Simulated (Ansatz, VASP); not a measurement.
## One calculation of La, two programs

```
CELL_PARAMETERS angstrom
3.27402 0.00000 0.00000
0.00000 3.27402 0.00000
0.00000 0.00000 3.27402
ATOMIC_POSITIONS crystal
La 0.00000 0.00000 0.00000
```

Change from the starting cell: volume scaled by 0.95, LAPW.

Alike in both runs: task single point; functional PBE; k mesh 12 × 12 × 12; occupations fermi-dirac, width 0.08 eV; no spin polarisation.

|  | VASP | Ansatz |
| --- | --- | --- |
| version | VASP 6.6.1 | Ansatz 0.2.0 |
| potentials or method | VASP PAW PBE potentials, release 64 (La), cutoff 500 eV | all-electron LAPW, scalar-relativistic |

|  | VASP | Ansatz | Ansatz less VASP |
| --- | --- | --- | --- |
| pressure (GPa) | 1.3 | 1.3 | +0.04 |

Ansatz ran all-electron here, and VASP with PAW potentials.

Spin-orbit coupling is off throughout.
